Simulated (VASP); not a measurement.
# SrCl2 (Fm-3m) in VASP: notebook, part 2 of 2

VASP 6.6.1. Earlier steps stand in the parts before.

## 5. Relaxation of cell and atoms, r2SCAN, target pressure 20 GPa, at which the enthalpy is minimised

This run uses another cell than the first one, of 22.03 Å³/atom, 0.772 times its volume.

POSCAR reads:

```
SrCl2
1.0
    0.0000000000      3.2087601711      3.2087601711
    3.2087601711      0.0000000000      3.2087601711
    3.2087601711      3.2087601711      0.0000000000
Sr Cl
1 2
Direct
    0.0000000000      0.0000000000      0.0000000000
    0.2500000000      0.2500000000      0.2500000000
    0.7500000000      0.7500000000      0.7500000000
```

INCAR.step1 reads:

```
  ALGO = Normal
  EDIFF = 1E-4
  ENCUT = 600
  GGA = PE
  ISMEAR = 0
  LASPH = True
  LCHARG = False
  LREAL = False
  LWAVE = True
  NELM = 80
  PREC = Accurate
  SIGMA = 0.02
```

INCAR.step2 reads:

```
  ALGO = Normal
  EDIFF = 1E-6
  EDIFFG = -0.008
  ENCUT = 600
  IBRION = 2
  ISIF = 3
  ISMEAR = 0
  ISTART = 1
  LASPH = True
  LCHARG = False
  LMIXTAU = True
  LREAL = False
  LWAVE = False
  METAGGA = R2SCAN
  NELM = 80
  NSW = 70
  PREC = Accurate
  PSTRESS = 200.0
  SIGMA = 0.02
```

KPOINTS reads:

```
k-points
0
Gamma
  6 6 6
```

Potentials or basis: VASP PAW PBE potentials, release 64 (Sr_sv, Cl).

Started as:

```sh
cat potpaw_PBE.64/Sr_sv/POTCAR potpaw_PBE.64/Cl/POTCAR > POTCAR
cp INCAR.step1 INCAR
mpirun -np 1 vasp_std > vasp.out
cp INCAR.step2 INCAR
mpirun -np 1 vasp_std > vasp.out
```

OUTCAR:

```text
EDIFF = 1E-6
   EDIFFG = -0.008
   ENCUT = 600
   IBRION = 2
   ISIF = 3
   ISMEAR = 0
   ISTART = 1
   LASPH = True
   LREAL = False
   METAGGA = R2SCAN
   NELM = 80
   NSW = 70
   PREC = Accurate
   PSTRESS = 200.0

 ion  position               nearest neighbor table
   1  0.000  0.000  0.000-   3 2.78   3 2.78   3 2.78   2 2.78   3 2.78   2 2.78   2 2.78   2 2.78

   2  0.250  0.250  0.250-   1 2.78   1 2.78   1 2.78   1 2.78
   3  0.750  0.750  0.750-   1 2.78   1 2.78   1 2.78   1 2.78

  LATTYP: Found a face centered cubic cell.
 ALAT       =     6.4175203422

  Lattice vectors:

 A1 = (   0.0000000000,   3.2087601711,   3.2087601711)
 A2 = (   3.2087601711,   0.0000000000,   3.2087601711)
 A3 = (   3.2087601711,   3.2087601711,   0.0000000000)

Analysis of symmetry for initial positions (statically):
=====================================================================
 Subroutine PRICEL returns:
 Original cell was already a primitive cell.

 Routine SETGRP: Setting up the symmetry group for a
 face centered cubic supercell.

 Subroutine GETGRP returns: Found 48 space group operations
 (whereof 48 operations were pure point group operations)
 out of a pool of 48 trial point group operations.

The static configuration has the point symmetry O_h .

Analysis of symmetry for dynamics (positions and initial velocities):
=====================================================================
 Subroutine PRICEL returns:
 Original cell was already a primitive cell.

 Routine SETGRP: Setting up the symmetry group for a
 face centered cubic supercell.

 Subroutine GETGRP returns: Found 48 space group operations
 (whereof 48 operations were pure point group operations)
 out of a pool of 48 trial point group operations.

The dynamic configuration has the point symmetry O_h .

 Subroutine INISYM returns: Found 48 space group operations
 (whereof 48 operations are pure point group operations),
 and found     1 'primitive' translations

[... 86 lines left out ...]
   NELM   =     80;   NELMIN=  2; NELMDL=  0     # of ELM steps
   EDIFF  = 0.1E-05   stopping-criterion for ELM
   LREAL  =      F    real-space projection
   EDIFFG = -.8E-02   stopping-criterion for IOM
   NSW    =     70    number of steps for IOM
   IBRION =      2    ionic relax: 0-MD 1-quasi-New 2-CG
   NFREE  =      1    steps in history (QN), initial steepest desc. (CG)
   ISIF   =      3    stress and relaxation
   ISYM   =      2    0-nonsym 1-usesym 2-fastsym
   POTIM  = 0.5000    time-step for ionic-motion
   TEBEG  =    0.0;   TEEND  =   0.0 temperature during run
   PSTRESS=  200.0 pullay stress
   NELECT =      24.0000    total number of electrons
   NUPDOWN=      -1.0000    fix difference up-down
   EMIN   =  10.00;   EMAX   =-10.00  energy-range for DOS
   EFERMI =   0.00;   METHOD = LEGACY
   ISMEAR =     0;   SIGMA  =   0.02  broadening in eV -4-tet -1-fermi 0-gaus
   EFERMI_NEDOS =   21; number of points for ismear=-14 and -15
   IALGO  =     38    algorithm
   IMIX   =      4    mixing-type and parameters
     AMIX     =   0.40;   BMIX     =  1.00
     AMIX_MAG =   1.60;   BMIX_MAG =  1.00
  volume/ion in A,a.u.               =      22.03       148.63
  Fermi-wavevector in a.u.,A,eV,Ry     =   1.168059  2.207311 18.563259  1.364361
  Thomas-Fermi vector in A             =   2.304550
   LORBIT       =      0    0 simple, 1 ext, 2 COOP (PROOUT), +10 PAW based schemes
   METAGGA = R2SCAN    functional components
   LHFCALC =     F    Hartree Fock is set to
   AEXX    =    0.0000 exact exchange contribution
   IVDW    =     0    specifies the selected vdW correction
   LEPSILON=     F    determine dielectric tensor
   LRPA    =     F    only Hartree local field effects (RPA)
 conjugate gradient relaxation of ions
 non-spin polarized calculation
 Gauss-broadening in eV      SIGMA  =   0.02
  energy-cutoff  :      600.00
  volume of cell :       66.08
 maximum number of plane-waves:      2229
   NGX = 19   NGY = 19   NGZ = 19

--------------------------------------- Ionic step        1  -------------------------------------------

 number of electron      23.9999997 magnetization

 Free energy of the ion-electron system (eV)
  ---------------------------------------------------
  ext. energy  EPLUGINS =         0.00000000
  ---------------------------------------------------
  free energy    TOTEN  =       -34.84421038 eV

  energy without entropy =      -34.84421038  energy(sigma->0) =      -34.84421038

 E-fermi :   1.9422     XC(G=0):  -9.9852

 val. band max:        1.7243403997   @ k =   0.5000   0.5000   0.0000
 cond. band min:       7.4415657952   @ k =   0.5000   0.5000   0.0000
 fundamental gap:      5.7172253955
 Fermi energy:         1.9422124587

 k-point     1 :       0.0000    0.0000    0.0000
  band No.  band energies     occupation
      1     -31.5618      2.00000
      2     -13.1220      2.00000
      3     -13.0694      2.00000
      4     -13.0694      2.00000
      5     -13.0694      2.00000
      6     -11.6016      2.00000
[... 370 lines left out ...]
--------------------------------------- Ionic step        3  -------------------------------------------

 number of electron      23.9999997 magnetization

 Free energy of the ion-electron system (eV)
  ---------------------------------------------------
  ext. energy  EPLUGINS =         0.00000000
  ---------------------------------------------------
  free energy    TOTEN  =       -34.67912252 eV

  energy without entropy =      -34.67912252  energy(sigma->0) =      -34.67912252

 E-fermi :   2.0495     XC(G=0): -10.0950

 val. band max:        1.9208249687   @ k =   0.5000   0.5000   0.0000
 cond. band min:       7.6016515386   @ k =   0.5000   0.5000   0.0000
 fundamental gap:      5.6808265700
 Fermi energy:         2.0495002087

 k-point     1 :       0.0000    0.0000    0.0000
  band No.  band energies     occupation
      1     -31.3265      2.00000
      2     -13.0232      2.00000
      3     -12.8485      2.00000
      4     -12.8485      2.00000
      5     -12.8485      2.00000
      6     -11.4357      2.00000
[... 327 lines left out ...]
  energy  without entropy=      -34.6791225223  energy(sigma->0) =      -34.67912252

  enthalpy is  TOTEN    =       -26.6067950672 eV   P V=        8.0723274551

 reached required accuracy - stopping structural energy minimisation
```

OSZICAR.step1:

```text
N       E                     dE             d eps       ncg     rms          rms(c)
DAV:   1     0.155107891407E+03    0.15511E+03   -0.13571E+04   512   0.157E+03
DAV:   2    -0.447082828881E+01   -0.15958E+03   -0.15575E+03   696   0.273E+02
DAV:   3    -0.119030730095E+02   -0.74322E+01   -0.74262E+01   736   0.622E+01
DAV:   4    -0.121287652764E+02   -0.22569E+00   -0.22566E+00   872   0.859E+00
DAV:   5    -0.121305798700E+02   -0.18146E-02   -0.18146E-02   752   0.690E-01    0.236E+01
DAV:   6    -0.118700931359E+02    0.26049E+00   -0.54561E-01   640   0.450E+00    0.146E+01
DAV:   7    -0.118681481554E+02    0.19450E-02   -0.44611E-01   600   0.445E+00    0.147E+00
DAV:   8    -0.118638773074E+02    0.42708E-02   -0.68570E-02   624   0.161E+00    0.397E-01
DAV:   9    -0.118653169274E+02   -0.14396E-02   -0.21880E-03   640   0.365E-01    0.165E-01
DAV:  10    -0.118662141796E+02   -0.89725E-03   -0.69281E-04   584   0.179E-01    0.534E-02
DAV:  11    -0.118663276595E+02   -0.11348E-03   -0.12280E-04   600   0.675E-02    0.294E-02
DAV:  12    -0.118663367853E+02   -0.91258E-05   -0.14460E-05   464   0.255E-02
   1 F= -.11866337E+02 E0= -.11866337E+02  d E =-.310872E-12
```

Run time: 98 s. Hardware: 1 thread of Intel Xeon 6975P-C (Granite Rapids), shared host; peak memory 0.23 GiB.

Results:

| Property | Result |
| --- | --- |
| Free energy | -34.6791 eV |
| Relaxed volume | 21.56 Å³/atom |
| Relaxed cell | a = 4.505 Å, b = 4.505 Å, c = 4.505 Å, α = 60.00°, β = 60.00°, γ = 60.00° |
| Space group after relaxing (to 0.05 Å) | Fm-3m (No. 225) |
| Energy change on relaxing (the enthalpy is what falls) | +55.0 meV/atom |
| Ionic steps | 3 |
| Pressure after relaxing | 20.0 GPa |
| Band gap on the k mesh | 5.68 eV, direct |

Step by step:
```tsv
step	energy change (eV)	largest force (eV/Å)	pressure (GPa)	volume (Å³)
1	0.0000	0.0000	17.59	66.08
2	0.3942	0.0000	23.19	62.96
3	0.1651	0.0000	19.98	64.67
```

Final structure:
```
Sr Cl
1.0
     0.00000    3.18578    3.18578
     3.18578    0.00000    3.18578
     3.18578    3.18578    0.00000
Sr Cl
1 2
Cartesian
  0.0000 0.0000 0.0000
  1.5929 1.5929 1.5929
  4.7787 4.7787 4.7787
```

Levels at points of the mesh, in eV from the valence-band top:
| k point | band 8 | band 9 | band 10 | band 11 | band 12 | band 13 | band 14 | band 15 | band 16 |
| --- | --- | --- | --- | --- | --- | --- | --- | --- | --- |
| (0.00, 0.00, 0.00) | -3.33 | -3.33 | -0.47 | -0.47 | -0.47 | 6.31 | 6.31 | 7.03 | 10.06 |
| (0.50, 0.00, 0.00) | -2.54 | -2.03 | -1.91 | -1.46 | -1.46 | 7.30 | 7.30 | 8.45 | 9.11 |
| (0.50, 0.50, 0.00) | -2.60 | -2.60 | -0.68 | -0.68 | 0.00 | 5.68 | 8.49 | 8.75 | 9.36 |

Caveat: the cell is relaxed towards a set pressure, so the enthalpy falls and the energy may rise; the PAW data sets were made with another functional, which shifts forces and pressure a little.

## 6. Overview

```tsv
task	cell	cutoff (eV)	gap on the mesh (eV)	pressure (GPa)
single point	a = 4.946 Å, angles 60.0°, 3 atoms	520	5.94	0.0
relaxation of cell and atoms	relaxed from a = 4.929 Å, angles 60.0°, 3 atoms	600	5.93	0.0
relaxation of cell and atoms	relaxed to 20 GPa from a = 4.538 Å, angles 60.0°, 3 atoms	600	5.68	20.0
```

Alike in all rows: level r2SCAN; potentials or basis VASP PAW PBE potentials, release 64 (Sr_sv, Cl); no spin polarisation; k mesh 6 × 6 × 6; smearing gaussian 0.02 eV.

Caveats: the PAW data sets were made with another functional, which shifts forces and pressure a little; the cell is relaxed towards a set pressure, so the enthalpy falls and the energy may rise (some runs).

Absolute energies hang on the potentials; compare differences alone.
